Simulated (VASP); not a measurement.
TaN, 4 atoms in the cell. It takes space group C2/m (No. 12, monoclinic). Conventional cell: a = 4.416 Å, b = 4.416 Å, c = 4.416 Å, α = 90.00°, β = 90.00°, γ = 90.00°. Within 2.9 Å of Ta (site symmetry m) lie 6 N at 2.19 to 2.29 Å and 2 Ta at 2.79 to 2.88 Å. N (site symmetry m) has 6 Ta at 2.19 to 2.29 Å and 1 N at 2.70 Å within 2.9 Å.  This cell differs from its parent crystal: mode 1 frozen in at -0.068 Å and mode 2 at -0.239 Å (largest displacements).

```yaml
Program: VASP 6.6.1
Task: single point
Functional: PBE
Potentials_or_basis: VASP PAW PBE potentials, release 64 (Ta_pv, N)
Cutoff: 520 eV
k_mesh: 14 × 14 × 10
Occupations: gaussian, width 0.15 eV
Spin: no spin polarisation
Dipole_correction: no
Further_INCAR_settings: ALGO = Normal; EDIFF = 1e-06; NBANDS = 24
```

Potentials or basis: VASP PAW PBE potentials, release 64 (Ta_pv, N).

Run with:

```bash
$ cat potpaw_PBE.64/Ta_pv/POTCAR potpaw_PBE.64/N/POTCAR > POTCAR
$ mpirun -np 1 vasp_std > vasp.out
```

Hardware: 1 thread of Oxide Virtual Turin-like Processor (shared host).

**Question.** Estimate the wall time of this run.

**Answer.** Wall time 5.8 min on 1 thread of Oxide Virtual Turin-like Processor, on a shared host, peak memory 0.51 GiB. Counts: scf iterations 13, k points 534.
